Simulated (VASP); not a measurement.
# AlAuC4N4 (P-43m) in VASP: further runs

AlAuC4N4 is run at these levels: PBE; tasks: single point, relaxation of cell and atoms.

Program: VASP 6.6.1. These are calculated values, not measurements. Logs are shortened: lines on timing, memory, paths and dates and some standing lists are left out, and cuts for length are marked.

## Step 1: The cell of the first run

The structure is cubic, space group P-43m (No. 215). The conventional cell has a = 5.834 Å, b = 5.834 Å, c = 5.834 Å, α = 90.00°, β = 90.00°, γ = 90.00°. Within 2.5 Å of Al (site symmetry -43m) lie 4 C at 1.88 Å. Within 1.6 Å of C (site symmetry 3m) lie 1 N at 1.17 Å. Within 2.7 Å of Au (site symmetry -43m) lie 4 N at 2.01 Å. N (site symmetry 3m) has 1 C at 1.17 Å within 1.6 Å.

## Step 2: Single point, PBE

INCAR

```
SYSTEM = AlAuC4N4
PREC = Accurate
ENCUT = 520
EDIFF = 1E-6
ISMEAR = 0
SIGMA = 0.1
LREAL = .False.
LASPH = .True.
NELM = 80
ALGO = Normal
ISIF = 2
LWAVE = .False.
LCHARG = .False.
GGA = PE
NBANDS = 36
```

KPOINTS

```
regular mesh
0
Gamma
  4 4 4
  0 0 0
```

POSCAR

```
AlAuC4N4
1.0
    5.8341244700      0.0000000000      0.0000000000
    0.0000000000      5.8341244700      0.0000000000
    0.0000000000      0.0000000000      5.8341244700
Al C Au N
1 4 1 4
Direct
    0.0000000000      0.0000000000      0.0000000000
    0.1855517100      0.1855517100      0.1855517100
    0.1855517100      0.8144482900      0.8144482900
    0.8144482900      0.1855517100      0.8144482900
    0.8144482900      0.8144482900      0.1855517100
    0.5000000000      0.5000000000      0.5000000000
    0.3013359700      0.3013359700      0.3013359700
    0.3013359700      0.6986640300      0.6986640300
    0.6986640300      0.3013359700      0.6986640300
    0.6986640300      0.6986640300      0.3013359700
```

Potentials or basis: VASP PAW PBE potentials, release 64 (Al, C, Au, N).

Command:

```console
$ cat potpaw_PBE.64/Al/POTCAR potpaw_PBE.64/C/POTCAR potpaw_PBE.64/Au/POTCAR potpaw_PBE.64/N/POTCAR > POTCAR
$ mpirun -np 1 vasp_std > vasp.out
```

OUTCAR:

```text
SYSTEM = AlAuC4N4
   PREC = Accurate
   ENCUT = 520
   EDIFF = 1E-6
   ISMEAR = 0
   LREAL = .False.
   LASPH = .True.
   NELM = 80
   ISIF = 2
   GGA = PE

 ion  position               nearest neighbor table
   1  0.000  0.000  0.000-   2 1.88   3 1.88   4 1.88   5 1.88
   2  0.186  0.186  0.186-   7 1.17   1 1.88
   3  0.186  0.814  0.814-   8 1.17   1 1.88
   4  0.814  0.186  0.814-   9 1.17   1 1.88
   5  0.814  0.814  0.186-  10 1.17   1 1.88
   6  0.500  0.500  0.500-   7 2.01   8 2.01   9 2.01  10 2.01
   7  0.301  0.301  0.301-   2 1.17   6 2.01
   8  0.301  0.699  0.699-   3 1.17   6 2.01
   9  0.699  0.301  0.699-   4 1.17   6 2.01
  10  0.699  0.699  0.301-   5 1.17   6 2.01

  LATTYP: Found a simple cubic cell.
 ALAT       =     5.8341244700

  Lattice vectors:

 A1 = (   5.8341244700,   0.0000000000,   0.0000000000)
 A2 = (   0.0000000000,   5.8341244700,   0.0000000000)
 A3 = (   0.0000000000,   0.0000000000,   5.8341244700)

Analysis of symmetry for initial positions (statically):
=====================================================================
 Subroutine PRICEL returns:
 Original cell was already a primitive cell.

 Routine SETGRP: Setting up the symmetry group for a
 simple cubic supercell.

 Subroutine GETGRP returns: Found 24 space group operations
 (whereof 24 operations were pure point group operations)
 out of a pool of 48 trial point group operations.

The static configuration has the point symmetry T_d .

Analysis of symmetry for dynamics (positions and initial velocities):
=====================================================================
 Subroutine PRICEL returns:
 Original cell was already a primitive cell.

 Routine SETGRP: Setting up the symmetry group for a
 simple cubic supercell.

 Subroutine GETGRP returns: Found 24 space group operations
 (whereof 24 operations were pure point group operations)
 out of a pool of 48 trial point group operations.

The dynamic configuration has the point symmetry T_d .

 Subroutine INISYM returns: Found 24 space group operations
 (whereof 24 operations are pure point group operations),
 and found     1 'primitive' translations

----------------------------------------------------------------------------------------

                                     Primitive cell

  volume of cell :     198.5761

  direct lattice vectors                    reciprocal lattice vectors
     5.834124470  0.000000000  0.000000000     0.171405325  0.000000000  0.000000000
     0.000000000  5.834124470  0.000000000     0.000000000  0.171405325  0.000000000
     0.000000000  0.000000000  5.834124470     0.000000000  0.000000000  0.171405325

  length of vectors
     5.834124470  5.834124470  5.834124470     0.171405325  0.171405325  0.171405325

  position of ions in fractional coordinates (direct lattice)
     0.000000000  0.000000000  0.000000000
     0.185551710  0.185551710  0.185551710
     0.185551710  0.814448290  0.814448290
     0.814448290  0.185551710  0.814448290
     0.814448290  0.814448290  0.185551710
     0.500000000  0.500000000  0.500000000
     0.301335970  0.301335970  0.301335970
     0.301335970  0.698664030  0.698664030
     0.698664030  0.301335970  0.698664030
     0.698664030  0.698664030  0.301335970

  ion indices of the primitive-cell ions
   primitive index   ion index
                 1           1
                 2           2
                 3           3
                 4           4
                 5           5
                 6           6
                 7           7
                 8           8
                 9           9
                10          10

----------------------------------------------------------------------------------------

 KPOINTS: regular mesh

Automatic generation of k-mesh.
 Grid dimensions read from file:
 generate k-points for:    4    4    4

 Generating k-lattice:

  Cartesian coordinates                     Fractional coordinates (reciprocal lattice)
     0.042851331  0.000000000  0.000000000     0.250000000  0.000000000  0.000000000
     0.000000000  0.042851331  0.000000000     0.000000000  0.250000000  0.000000000
     0.000000000  0.000000000  0.042851331     0.000000000  0.000000000  0.250000000

  Length of vectors
     0.042851331  0.042851331  0.042851331

  Shift w.r.t. Gamma in fractional coordinates (k-lattice)
     0.000000000  0.000000000  0.000000000

 Subroutine IBZKPT returns following result:
 ===========================================

 Found     10 irreducible k-points:

 Following reciprocal coordinates:
            Coordinates               Weight
  0.000000  0.000000  0.000000      1.000000
  0.250000  0.000000  0.000000      6.000000
  0.500000  0.000000  0.000000      3.000000
  0.250000  0.250000  0.000000     12.000000
  0.500000  0.250000  0.000000     12.000000
  0.500000  0.500000  0.000000      3.000000
  0.250000  0.250000  0.250000      8.000000
  0.500000  0.250000  0.250000     12.000000
  0.500000  0.500000  0.250000      6.000000
  0.500000  0.500000  0.500000      1.000000
   k-points           NKPTS =     10   k-points in BZ     NKDIM =     10   number of bands    NBANDS=     36
   number of dos      NEDOS =    301   number of ions     NIONS =     10
   total plane-waves  NPLWV = 110592
   dimension x,y,z NGX =    48 NGY =   48 NGZ =   48
   dimension x,y,z NGXF=    96 NGYF=   96 NGZF=   96
   ions per type =               1   4   1   4
   NGX,Y,Z   is equivalent  to a cutoff of  13.68, 13.68, 13.68 a.u.
   NGXF,Y,Z  is equivalent  to a cutoff of  27.36, 27.36, 27.36 a.u.
 SYSTEM =  AlAuC4N4
   PREC   = accura    normal or accurate (medium, high low for compatibility)
   ISTART =      0    job   : 0-new  1-cont  2-samecut
   ICHARG =      2    charge: 1-file 2-atom 10-const
   ISPIN  =      1    spin polarized calculation?
   LNONCOLLINEAR =      F non collinear calculations
   LSORBIT =      F    spin-orbit coupling
   LASPH  =      T    aspherical Exc in radial PAW
   ENCUT  =  520.0 eV  38.22 Ry    6.18 a.u.  10.85 10.85 10.85*2*pi/ulx,y,z
   NELM   =     80;   NELMIN=  2; NELMDL= -5     # of ELM steps
   EDIFF  = 0.1E-05   stopping-criterion for ELM
   LREAL  =      F    real-space projection
   EDIFFG = 0.1E-04   stopping-criterion for IOM
   NSW    =      0    number of steps for IOM
   IBRION =     -1    ionic relax: 0-MD 1-quasi-New 2-CG
   NFREE  =      0    steps in history (QN), initial steepest desc. (CG)
   ISIF   =      2    stress and relaxation
   ISYM   =      2    0-nonsym 1-usesym 2-fastsym
   POTIM  = 0.5000    time-step for ionic-motion
   TEBEG  =    0.0;   TEEND  =   0.0 temperature during run
   PSTRESS=    0.0 pullay stress
   NELECT =      50.0000    total number of electrons
   NUPDOWN=      -1.0000    fix difference up-down
   EMIN   =  10.00;   EMAX   =-10.00  energy-range for DOS
   EFERMI =   0.00;   METHOD = LEGACY
   ISMEAR =     0;   SIGMA  =   0.10  broadening in eV -4-tet -1-fermi 0-gaus
   EFERMI_NEDOS =   21; number of points for ismear=-14 and -15
   IALGO  =     38    algorithm
   IMIX   =      4    mixing-type and parameters
     AMIX     =   0.40;   BMIX     =  1.00
     AMIX_MAG =   1.60;   BMIX_MAG =  1.00
  volume/ion in A,a.u.               =      19.86       134.01
  Fermi-wavevector in a.u.,A,eV,Ry     =   1.033767  1.953536 14.540183  1.068673
  Thomas-Fermi vector in A             =   2.168029
   LORBIT       =      0    0 simple, 1 ext, 2 COOP (PROOUT), +10 PAW based schemes
   GGA     = PE    functional components
   LHFCALC =     F    Hartree Fock is set to
   AEXX    =    0.0000 exact exchange contribution
   IVDW    =     0    specifies the selected vdW correction
   LEPSILON=     F    determine dielectric tensor
   LRPA    =     F    only Hartree local field effects (RPA)
 non-spin polarized calculation
 Gauss-broadening in eV      SIGMA  =   0.10
  energy-cutoff  :      520.00
  volume of cell :      198.58
 maximum number of plane-waves:      5400
 NGX is ok and might be reduce to    48
   NGX = 21   NGY = 21   NGZ = 21

 number of electron      49.9999993 magnetization

 Free energy of the ion-electron system (eV)
  ---------------------------------------------------
  ext. energy  EPLUGINS =         0.00000000
  ---------------------------------------------------
  free energy    TOTEN  =       -72.25615472 eV

  energy without entropy =      -72.25615472  energy(sigma->0) =      -72.25615472

 E-fermi :  -0.1509     XC(G=0):  -7.3356

 val. band max:       -0.6719785058   @ k =   0.5000   0.5000   0.0000
 cond. band min:       2.6449764614   @ k =   0.5000   0.0000   0.0000
 fundamental gap:      3.3169549672
 Fermi energy:        -0.1509101367

 k-point     1 :       0.0000    0.0000    0.0000
  band No.  band energies     occupation
      1     -18.1464      2.00000
      2     -17.9966      2.00000
      3     -17.9966      2.00000
      4     -17.9966      2.00000
      5      -9.7239      2.00000
      6      -8.2394      2.00000
[... 28 lines left out ...]
     35       7.2465      0.00000
     36       8.7615      0.00000

 k-point     2 :       0.2500    0.0000    0.0000
  band No.  band energies     occupation
      1     -18.1261      2.00000
      2     -18.0170      2.00000
      3     -17.9964      2.00000
      4     -17.9964      2.00000
      5      -9.6463      2.00000
      6      -8.5328      2.00000
[... 28 lines left out ...]
     35       6.8982      0.00000
     36       7.9319      0.00000
[... 271 lines left out ...]
     35       7.0765      0.00000
     36       7.0765      0.00000

 k-point    10 :       0.5000    0.5000    0.5000
  band No.  band energies     occupation
      1     -18.0874      2.00000
      2     -18.0146      2.00000
      3     -18.0146      2.00000
      4     -18.0146      2.00000
      5      -9.7735      2.00000
      6      -8.2323      2.00000
[... 28 lines left out ...]
     35       7.0775      0.00000
     36       7.0775      0.00000

------------------------ aborting loop because EDIFF is reached ----------------------------------------

  FORCE on cell =-STRESS in cart. coord.  units (eV):
  Direction    XX          YY          ZZ          XY          YZ          ZX
  --------------------------------------------------------------------------------------
  -------------------------------------------------------------------------------------
  Total        9.2390008      9.2390008      9.2390008     -0.0000000     -0.0000000     -0.0000000
  in kB       74.5432827     74.5432827     74.5432827     -0.0000000     -0.0000000     -0.0000000
  external PRESSURE =      74.5432827 kB  Pullay stress =       0.0000000 kB

 VOLUME and BASIS-vectors are now :
 -----------------------------------------------------------------------------
  energy-cutoff  :      520.00
  volume of cell :      198.58
      direct lattice vectors                 reciprocal lattice vectors
     5.834124470  0.000000000  0.000000000     0.171405325  0.000000000  0.000000000
     0.000000000  5.834124470  0.000000000     0.000000000  0.171405325  0.000000000
     0.000000000  0.000000000  5.834124470     0.000000000  0.000000000  0.171405325

 POSITION                                       TOTAL-FORCE (eV/Angst)
 -----------------------------------------------------------------------------------
      0.00000      0.00000      0.00000         0.000000      0.000000      0.000000
      1.08253      1.08253      1.08253         1.035430      1.035430      1.035430
      1.08253      4.75159      4.75159         1.035430     -1.035430     -1.035430
      4.75159      1.08253      4.75159        -1.035430      1.035430     -1.035430
      4.75159      4.75159      1.08253        -1.035430     -1.035430      1.035430
      2.91706      2.91706      2.91706         0.000000      0.000000      0.000000
      1.75803      1.75803      1.75803        -1.197733     -1.197733     -1.197733
      1.75803      4.07609      4.07609        -1.197733      1.197733      1.197733
      4.07609      1.75803      4.07609         1.197733     -1.197733      1.197733
      4.07609      4.07609      1.75803         1.197733      1.197733     -1.197733
 -----------------------------------------------------------------------------------
    total drift:                                0.000000      0.000000      0.000000

  FREE ENERGIE OF THE ION-ELECTRON SYSTEM (eV)
  ---------------------------------------------------
  free  energy   TOTEN  =       -72.2561547246 eV

  energy  without entropy=      -72.2561547246  energy(sigma->0) =      -72.25615472
```

Wall time 2.1 min (1 thread of Oxide Virtual Turin-like, shared host); peak memory 0.32 GiB.

What came out:

```yaml
Free_energy: -72.2562 eV
Pressure: 7.5 GPa
Largest_force: 2.075 eV/Å
Band_gap_on_the_k_mesh: 3.32 eV (least direct gap 3.37 eV)
```

Forces in eV/Å, atoms in the order of the input:
```
Al   0.000  0.000  0.000
C    1.035  1.035  1.035
C    1.035 -1.035 -1.035
C   -1.035  1.035 -1.035
C   -1.035 -1.035  1.035
Au   0.000  0.000  0.000
N   -1.198 -1.198 -1.198
N   -1.198  1.198  1.198
N    1.198 -1.198  1.198
N    1.198  1.198 -1.198
```

Caveat: the cell stands under pressure; spin-orbit coupling is left out, which moves the levels of the heavy elements; forces of over 1 eV/Å act on the atoms, so gaps and moduli don't describe the material at rest.

## Step 3: Single point, PBE

This run uses another cell than the first one, of 23.18 Å³/atom.

INCAR

```
PREC     = Accurate       # precision mode
ENCUT    = 520            # plane-wave cutoff, eV
EDIFF    = 1E-7           # SCF threshold, eV
ISMEAR   = 0              # smearing method
SIGMA    = 0.1            # smearing width, eV
LREAL    = False          # projectors in reciprocal space
LASPH    = True           # aspherical terms in the spheres
NELM     = 80             # most SCF steps
ALGO     = Normal         # electronic algorithm
ISIF     = 2              # what is computed and relaxed
LWAVE    = False          # write WAVECAR
LCHARG   = False          # write CHGCAR
GGA      = PE             # functional
NBANDS   = 36             # bands
```

KPOINTS

```
regular mesh
0
Gamma
  4 4 4
```

POSCAR

```
AlAuC4N4
1.0
    6.1432043168      0.0000000000      0.0000000000
    0.0000000000      6.1432043168      0.0000000000
    0.0000000000      0.0000000000      6.1432043168
Al C Au N
1 4 1 4
Direct
    0.0000000000      0.0000000000      0.0000000000
    0.1850689088      0.1850689088      0.1850689088
    0.1850689088      0.8149310912      0.8149310912
    0.8149310912      0.1850689088      0.8149310912
    0.8149310912      0.8149310912      0.1850689088
    0.5000000000      0.5000000000      0.5000000000
    0.2943223242      0.2943223242      0.2943223242
    0.2943223242      0.7056776758      0.7056776758
    0.7056776758      0.2943223242      0.7056776758
    0.7056776758      0.7056776758      0.2943223242
```

Potentials or basis: VASP PAW PBE potentials, release 64 (Al, C, Au, N).

Command:

```console
$ cat potpaw_PBE.64/Al/POTCAR potpaw_PBE.64/C/POTCAR potpaw_PBE.64/Au/POTCAR potpaw_PBE.64/N/POTCAR > POTCAR
$ mpirun -np 1 vasp_std > vasp.out
```

Run time: 2.8 min. Hardware: 1 thread of Oxide Virtual Turin-like, shared host; peak memory 0.33 GiB.

It converged, with:

* Free energy: -73.1535 eV
* Pressure: 0.4 GPa
* Largest force: 0.454 eV/Å
* Band gap on the k mesh: 3.49 eV (least direct gap 3.51 eV)

Forces in eV/Å, atoms in the order of the input:
```
Al   0.000  0.000  0.000
C   -0.262 -0.262 -0.262
C   -0.262  0.262  0.262
C    0.262 -0.262  0.262
C    0.262  0.262 -0.262
Au   0.000  0.000  0.000
N    0.256  0.256  0.256
N    0.256 -0.256 -0.256
N   -0.256  0.256 -0.256
N   -0.256 -0.256  0.256
```

Levels at points of the mesh, in eV from the valence-band top:
```csv
k point,band 23,band 24,band 25,band 26,band 27,band 28
"(0.00, 0.00, 0.00)",-0.22,-0.22,-0.22,3.56,3.56,3.56
"(0.50, 0.00, 0.00)",-0.14,-0.02,-0.02,3.49,3.49,3.74
"(0.50, 0.50, 0.00)",-0.15,0.00,0.00,3.64,3.64,3.70
"(0.50, 0.50, 0.50)",-0.14,-0.14,-0.14,3.79,3.79,3.79
```

Caveat: spin-orbit coupling is left out, which moves the levels of the heavy elements.

## Step 4: Single point, PBE

This run uses another cell than the first one, of 23.24 Å³/atom.

INCAR

```
SYSTEM = AlAuC4N4
PREC     = Accurate       ! precision mode
ENCUT    = 520            ! plane-wave cutoff, eV
EDIFF    = 1E-7           ! SCF threshold, eV
ISMEAR   = 0              ! smearing method
SIGMA    = 0.02           ! smearing width, eV
LREAL    = .False.        ! projectors in reciprocal space
LASPH    = .True.         ! aspherical terms in the spheres
NELM     = 80             ! most SCF steps
ALGO     = Normal         ! electronic algorithm
ISIF     = 2              ! what is computed and relaxed
LWAVE    = .False.        ! write WAVECAR
LCHARG   = .False.        ! write CHGCAR
GGA      = PE             ! functional
NBANDS   = 36             ! bands
```

KPOINTS

```
Automatic mesh
0
Gamma
  4 4 4
  0 0 0
```

POSCAR

```
AlAuC4N4
1.0
    6.1477328017      0.0000000000      0.0000000000
    0.0000000000      6.1477328017      0.0000000000
    0.0000000000      0.0000000000      6.1477328017
Al C Au N
1 4 1 4
Direct
    0.0000000000      0.0000000000      0.0000000000
    0.1850114862      0.1850114862      0.1850114862
    0.1850114862      0.8149885138      0.8149885138
    0.8149885138      0.1850114862      0.8149885138
    0.8149885138      0.8149885138      0.1850114862
    0.5000000000      0.5000000000      0.5000000000
    0.2942143835      0.2942143835      0.2942143835
    0.2942143835      0.7057856165      0.7057856165
    0.7057856165      0.2942143835      0.7057856165
    0.7057856165      0.7057856165      0.2942143835
```

Command:

```console
$ cat potpaw_PBE.64/Al/POTCAR potpaw_PBE.64/C/POTCAR potpaw_PBE.64/Au/POTCAR potpaw_PBE.64/N/POTCAR > POTCAR
$ mpirun -np 1 vasp_std > vasp.out
```

It took 2.6 min on 1 thread of Oxide Virtual Turin-like, shared host; peak memory 0.33 GiB.

It converged, with:

```yaml
Free_energy: -73.1541 eV
Pressure: 0.3 GPa
Largest_force: 0.426 eV/Å
Band_gap_on_the_k_mesh: 3.49 eV (least direct gap 3.51 eV)
```

Forces on the atoms (eV/Å):
```
Al   0.000  0.000  0.000
C   -0.246 -0.246 -0.246
C   -0.246  0.246  0.246
C    0.246 -0.246  0.246
C    0.246  0.246 -0.246
Au   0.000  0.000  0.000
N    0.243  0.243  0.243
N    0.243 -0.243 -0.243
N   -0.243  0.243 -0.243
N   -0.243 -0.243  0.243
```

Levels at points of the mesh, in eV from the valence-band top:
```tsv
k point	band 21	band 22	band 23	band 24	band 25	band 26	band 27	band 28	band 29	band 30
(0.00, 0.00, 0.00)	-1.24	-1.24	-0.22	-0.22	-0.22	3.56	3.56	3.56	4.29	4.29
(0.50, 0.00, 0.00)	-1.22	-1.11	-0.14	-0.02	-0.02	3.49	3.49	3.74	4.10	4.14
(0.50, 0.50, 0.00)	-1.21	-1.10	-0.15	0.00	0.00	3.64	3.64	3.70	4.05	4.21
(0.50, 0.50, 0.50)	-1.20	-1.20	-0.14	-0.14	-0.14	3.79	3.79	3.79	4.34	4.34
```

Caveat: spin-orbit coupling is left out, which moves the levels of the heavy elements. A k mesh can miss the band edges.

[end of part 1 of 2]
